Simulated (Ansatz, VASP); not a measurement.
## SnPb2S3 in VASP and in Ansatz

```
CELL_PARAMETERS angstrom
-2.10694 2.10694 8.94000
2.10694 -2.10694 8.94000
2.10694 2.10694 -8.94000
ATOMIC_POSITIONS crystal
Sn 0.00000 0.00000 0.00000
Pb 0.66588 0.66588 0.00000
Pb 0.33412 0.33412 0.00000
S 0.83655 0.83655 0.00000
S 0.50000 0.50000 0.00000
S 0.16345 0.16345 0.00000
```

Alike in both runs: task single point; functional PBE; k mesh 6 × 6 × 6; occupations gaussian, width 0.1 eV; no spin polarisation.

|  | VASP | Ansatz |
| --- | --- | --- |
| version | VASP 6.6.1 | Ansatz 0.2.0 |
| potentials or method | VASP PAW PBE potentials, release 64 (Sn_d, Pb_d, S), cutoff 520 eV | scalar-relativistic, plane waves, PAW |
| valence electrons in the cell | 60 | 60 |

```csv
,VASP,Ansatz,Ansatz less VASP
gap on the k mesh at the Fermi level (eV),0.07,0.07,-0.003
least direct gap on the mesh (eV),0.07,0.07,-0.003
pressure (GPa),-0.1,0.0,+0.07
rms of the force components (eV/Å),0.003,0.004,+0.0004
```

Atom by atom the forces differ by 0.000 eV/Å (rms over components). With one functional, cell and mesh, what is left measures potentials, basis and numerics.

Neither program's run includes spin-orbit coupling.
